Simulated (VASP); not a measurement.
# InF (Pm-3m) in VASP: vibrations by perturbation theory with PBE

Aim: the vibrations by perturbation theory of InF with PBE.

Everything below comes from runs of VASP 6.6.1. Logs are shortened: lines on timing, memory, paths and dates and some standing lists are left out, and cuts for length are marked.

**1. The cell of the first run**

The structure is cubic, space group Pm-3m (No. 221). The conventional cell has a = 3.316 Å, b = 3.316 Å, c = 3.316 Å, α = 90.00°, β = 90.00°, γ = 90.00°. Within 3.8 Å of In (site symmetry m-3m) lie 8 F at 2.87 Å and 6 In at 3.32 Å. Within 3.8 Å of F (site symmetry m-3m) lie 8 In at 2.87 Å and 6 F at 3.32 Å.

**2. Vibrations by perturbation theory, PBE**

The input, INCAR:

```
PREC = Accurate ; ENCUT = 520
EDIFF = 1E-8 ; ISMEAR = -1
SIGMA = 0.15 ; LREAL = False
LASPH = True ; NELM = 100
ALGO = Normal ; ISIF = 2
LWAVE = False ; LCHARG = True
GGA = PE ; NBANDS = 17
IBRION = 8 ; NSW = 1
```

The input, KPOINTS:

```
Automatic mesh
0
Gamma
  12 12 12
```

The input, POSCAR:

```
InF
1.0
    3.3158000000      0.0000000000      0.0000000000
    0.0000000000      3.3158000000      0.0000000000
    0.0000000000      0.0000000000      3.3158000000
In F
1 1
Direct
    0.0000000000      0.0000000000      0.0000000000
    0.5000000000      0.5000000000      0.5000000000
```

Potentials or basis: VASP PAW PBE potentials, release 64 (In_d, F).

Started as:

```
cat potpaw_PBE.64/In_d/POTCAR potpaw_PBE.64/F/POTCAR > POTCAR
mpirun -np 1 vasp_std > vasp.out
```

OUTCAR:

```text
PREC = Accurate
   ENCUT = 520
   EDIFF = 1E-8
   ISMEAR = -1
   LREAL = False
   LASPH = True
   NELM = 100
   ISIF = 2
   GGA = PE
   IBRION = 8
   NSW = 1

 ion  position               nearest neighbor table
   1  0.000  0.000  0.000-   2 2.87   2 2.87   2 2.87   2 2.87   2 2.87   2 2.87   2 2.87   2 2.87

   2  0.500  0.500  0.500-   1 2.87   1 2.87   1 2.87   1 2.87   1 2.87   1 2.87   1 2.87   1 2.87

  LATTYP: Found a simple cubic cell.
 ALAT       =     3.3158000000

  Lattice vectors:

 A1 = (   3.3158000000,   0.0000000000,   0.0000000000)
 A2 = (   0.0000000000,   3.3158000000,   0.0000000000)
 A3 = (   0.0000000000,   0.0000000000,   3.3158000000)

Analysis of symmetry for initial positions (statically):
=====================================================================
 Subroutine PRICEL returns:
 Original cell was already a primitive cell.

 Routine SETGRP: Setting up the symmetry group for a
 simple cubic supercell.

 Subroutine GETGRP returns: Found 48 space group operations
 (whereof 48 operations were pure point group operations)
 out of a pool of 48 trial point group operations.

The static configuration has the point symmetry O_h .

Analysis of symmetry for dynamics (positions and initial velocities):
=====================================================================
 Subroutine PRICEL returns:
 Original cell was already a primitive cell.

 Routine SETGRP: Setting up the symmetry group for a
 simple cubic supercell.

 Subroutine GETGRP returns: Found 48 space group operations
 (whereof 48 operations were pure point group operations)
 out of a pool of 48 trial point group operations.

The dynamic configuration has the point symmetry O_h .

 Subroutine INISYM returns: Found 48 space group operations
 (whereof 48 operations are pure point group operations),
 and found     1 'primitive' translations

----------------------------------------------------------------------------------------

                                     Primitive cell

  volume of cell :      36.4557

  direct lattice vectors                    reciprocal lattice vectors
     3.315800000  0.000000000  0.000000000     0.301586344  0.000000000  0.000000000
     0.000000000  3.315800000  0.000000000     0.000000000  0.301586344  0.000000000
     0.000000000  0.000000000  3.315800000     0.000000000  0.000000000  0.301586344

  length of vectors
     3.315800000  3.315800000  3.315800000     0.301586344  0.301586344  0.301586344

  position of ions in fractional coordinates (direct lattice)
     0.000000000  0.000000000  0.000000000
     0.500000000  0.500000000  0.500000000

  ion indices of the primitive-cell ions
   primitive index   ion index
                 1           1
                 2           2

----------------------------------------------------------------------------------------

 KPOINTS: Automatic mesh

Automatic generation of k-mesh.
 Grid dimensions read from file:
 generate k-points for:   12   12   12

 Generating k-lattice:

  Cartesian coordinates                     Fractional coordinates (reciprocal lattice)
     0.025132195  0.000000000  0.000000000     0.083333333  0.000000000  0.000000000
     0.000000000  0.025132195  0.000000000     0.000000000  0.083333333  0.000000000
     0.000000000  0.000000000  0.025132195     0.000000000  0.000000000  0.083333333

  Length of vectors
     0.025132195  0.025132195  0.025132195

[... 75 lines left out ...]
  Fermi-wavevector in a.u.,A,eV,Ry     =   1.340180  2.532573 24.437189  1.796083
  Thomas-Fermi vector in A             =   2.468513
   LORBIT       =      0    0 simple, 1 ext, 2 COOP (PROOUT), +10 PAW based schemes
   GGA     = PE    functional components
   LHFCALC =     F    Hartree Fock is set to
   AEXX    =    0.0000 exact exchange contribution
   IVDW    =     0    specifies the selected vdW correction
   LEPSILON=     F    determine dielectric tensor
   LRPA    =     F    only Hartree local field effects (RPA)
 non-spin polarized calculation
  energy-cutoff  :      520.00
  volume of cell :       36.46
 maximum number of plane-waves:      1021
 NGX is ok and might be reduce to    28
   NGX = 13   NGY = 13   NGZ = 13

--------------------------------------- Ionic step        1  -------------------------------------------

 number of electron      20.0000015 magnetization

 Free energy of the ion-electron system (eV)
  ---------------------------------------------------
  ext. energy  EPLUGINS =         0.00000000
  ---------------------------------------------------
  free energy    TOTEN  =        -7.30860526 eV

  energy without entropy =       -7.30258857  energy(sigma->0) =       -7.30559691

 E-fermi :   5.1318     XC(G=0):  -9.9883

 val. band max:        4.9814556088   @ k =   0.5000   0.4167   0.4167
 cond. band min:       5.1828529269   @ k =   0.5000   0.0833   0.0000
 fundamental gap:      0.2013973181
 Fermi energy:         5.1317775085

 k-point     1 :       0.0000    0.0000    0.0000
  band No.  band energies     occupation
      1     -17.3384      2.00000
      2      -9.2530      2.00000
      3      -9.2530      2.00000
      4      -8.8649      2.00000
      5      -8.8649      2.00000
      6      -8.8649      2.00000
[... 457 lines left out ...]
      4      -8.9503      2.00000
      5      -8.9285      2.00000
      6      -8.8567      2.00000
[... 9 lines left out ...]
     16      20.9454      0.00000
     17      21.0889      0.00000

 [... further k-points ...]

------------------------ aborting loop because EDIFF is reached ----------------------------------------

  FORCE on cell =-STRESS in cart. coord.  units (eV):
  Direction    XX          YY          ZZ          XY          YZ          ZX
  --------------------------------------------------------------------------------------
  -------------------------------------------------------------------------------------
  Total        0.3662636      0.3662636      0.3662636      0.0000000      0.0000000     -0.0000000
  in kB       16.0967934     16.0967934     16.0967934      0.0000000      0.0000000     -0.0000000
  external PRESSURE =      16.0967934 kB  Pullay stress =       0.0000000 kB

 VOLUME and BASIS-vectors are now :
 -----------------------------------------------------------------------------
  energy-cutoff  :      520.00
  volume of cell :       36.46
      direct lattice vectors                 reciprocal lattice vectors
     3.315800000  0.000000000  0.000000000     0.301586344  0.000000000  0.000000000
     0.000000000  3.315800000  0.000000000     0.000000000  0.301586344  0.000000000
     0.000000000  0.000000000  3.315800000     0.000000000  0.000000000  0.301586344

 POSITION                                       TOTAL-FORCE (eV/Angst)
 -----------------------------------------------------------------------------------
      0.00000      0.00000      0.00000         0.000000      0.000000      0.000000
      1.65790      1.65790      1.65790         0.000000      0.000000      0.000000
 -----------------------------------------------------------------------------------
    total drift:                               -0.000000      0.000000      0.000000

  FREE ENERGIE OF THE ION-ELECTRON SYSTEM (eV)
  ---------------------------------------------------
  free  energy   TOTEN  =        -7.3086052552 eV

  energy  without entropy=       -7.3025885678  energy(sigma->0) =       -7.30559691

[... ionic steps 2 to 3 ...]

--------------------------------------- Ionic step        4  -------------------------------------------

------------------------ aborting loop because EDIFF is reached ----------------------------------------

[... ionic steps 5 to 6 ...]

--------------------------------------- Ionic step        7  -------------------------------------------

 Free energy of the ion-electron system (eV)
  ---------------------------------------------------
  ---------------------------------------------------
  free energy    TOTEN  =        -0.53673818 eV

  energy without entropy =       -0.53673818

------------------------ aborting loop because EDIFF is reached ----------------------------------------

 INTERNAL STRAIN TENSOR  FOR ION    2  DIRECTION 1   (eV/Angst):
 -----------------------------------------------------------------------------
    -0.02721 -0.00000  0.00000
    -0.00000  0.01057  0.00000
     0.00000  0.00000  0.01057

 INTERNAL STRAIN TENSOR FOR ION    2 for displacements in x,y,z  (eV/Angst):
          X           Y           Z          XY          YZ          ZX
  --------------------------------------------------------------------------------
  x     0.00000     0.00000     0.00000     0.00000     0.00000     0.00000
  y     0.00000     0.00000     0.00000     0.00000     0.00000     0.00000
  z     0.00000     0.00000     0.00000     0.00000     0.00000     0.00000

 SECOND DERIVATIVES (NOT SYMMETRIZED)
 ------------------------------------
               1X          1Y          1Z          2X          2Y          2Z
  1X     0.695709    0.000000    0.000000   -0.695709   -0.000000    0.000000
  1Y     0.000000    0.695709   -0.000000   -0.000000   -0.695709    0.000000
  1Z     0.000000    0.000000    0.695709   -0.000000   -0.000000   -0.695709
  2X    -0.659020    0.000000    0.000000    0.659020   -0.000000   -0.000000
  2Y    -0.000000   -0.659020    0.000000    0.000000    0.659020   -0.000000
  2Z     0.000000    0.000000   -0.659020   -0.000000   -0.000000    0.659020

 Eigenvectors and eigenvalues of the dynamical matrix
 ----------------------------------------------------

   1 f  =    0.030417 THz     0.191118 2PiTHz    1.014612 cm-1     0.125796 meV
             X         Y         Z           dx          dy          dz
      0.000000  0.000000  0.000000    -0.000000   -0.000000    0.922625
      1.657900  1.657900  1.657900     0.000000    0.000000    0.385698
[... 21 lines left out ...]
   6 f/i=    3.155908 THz    19.829154 2PiTHz  105.269753 cm-1    13.051780 meV
             X         Y         Z           dx          dy          dz
      0.000000  0.000000  0.000000     0.000000   -0.385698   -0.000000
      1.657900  1.657900  1.657900     0.000000    0.922625    0.000000

--------------------------------------------------------------------------------------------------------

 ELASTIC MODULI CONTR FROM IONIC RELAXATION (kBar)
 Direction    XX          YY          ZZ          XY          YZ          ZX
 --------------------------------------------------------------------------------
 XX           0.0000      0.0000      0.0000      0.0000      0.0000      0.0000
 YY           0.0000      0.0000      0.0000      0.0000      0.0000      0.0000
 ZZ           0.0000      0.0000      0.0000      0.0000      0.0000      0.0000
 XY           0.0000      0.0000      0.0000      0.0000      0.0000      0.0000
 YZ           0.0000      0.0000      0.0000      0.0000      0.0000      0.0000
 ZX           0.0000      0.0000      0.0000      0.0000      0.0000      0.0000
 --------------------------------------------------------------------------------
```

Wall time 4.4 min (1 thread of Intel Xeon Platinum 8488C (Sapphire Rapids), shared host); peak memory 0.39 GiB.

What came out:

```
Highest phonon frequency at Γ, LO-TO splitting left out : 1 cm⁻¹
Most unstable mode                                      : 105i cm⁻¹
```

Phonon frequencies in cm⁻¹ (negative: imaginary):
```tsv
q point	frequencies
(0.000, 0.000, 0.000)	-105 -105 -105 1 1 1
```

Caveat: the cell stands under pressure or tension, which shifts response properties; some modes are imaginary; spin-orbit coupling is left out, which moves the levels of the heavy elements.
